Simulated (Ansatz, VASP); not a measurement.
TaNb2N3: VASP beside Ansatz

```xyz
6
Lattice="2.7583 1.5925 3.0460 -2.7583 1.5925 3.0460 0.0000 -3.1850 3.0460" Properties=species:S:1:pos:R:3 pbc="T T T"
Ta    0.0000    0.0000    4.5689
Nb    0.0000    0.0000    6.9320
Nb    0.0000    0.0000    2.2059
N     0.0000   -1.5925    1.5230
N     1.3791    0.7962    1.5230
N    -1.3791    0.7962    1.5230
```

Alike in both runs: task relaxation of cell and atoms; functional PBE; k mesh 6 × 6 × 6; occupations gaussian, width 0.1 eV; no spin polarisation.

|  | VASP | Ansatz |
| --- | --- | --- |
| version | VASP 6.6.1 | Ansatz 0.2.0 |
| potentials or method | VASP PAW PBE potentials, release 64 (Ta_pv, Nb_sv, N), cutoff 600 eV | scalar-relativistic, plane waves, PAW |
| valence electrons in the cell | 52 | 54 |

```tsv
	VASP	Ansatz	Ansatz less VASP
gap on the k mesh at the Fermi level, each at its own relaxed structure (eV)	none	none	-
relaxed volume (Å³/atom)	15.58	15.86	+0.280
relaxed length of the cell vector where the two differ most in proportion (Å)	5.123	5.209	+0.0853
```

A gap of «none» marks a metal or a gap that the smearing closes. VASP's potentials hold 52 valence electrons a cell and Ansatz's 54, so a difference there can come from the potentials and not from the codes.

Neither program's run includes spin-orbit coupling. Noted on VASP's run: the volume moved by over 15 % at a fixed basis, so the end points are rough.
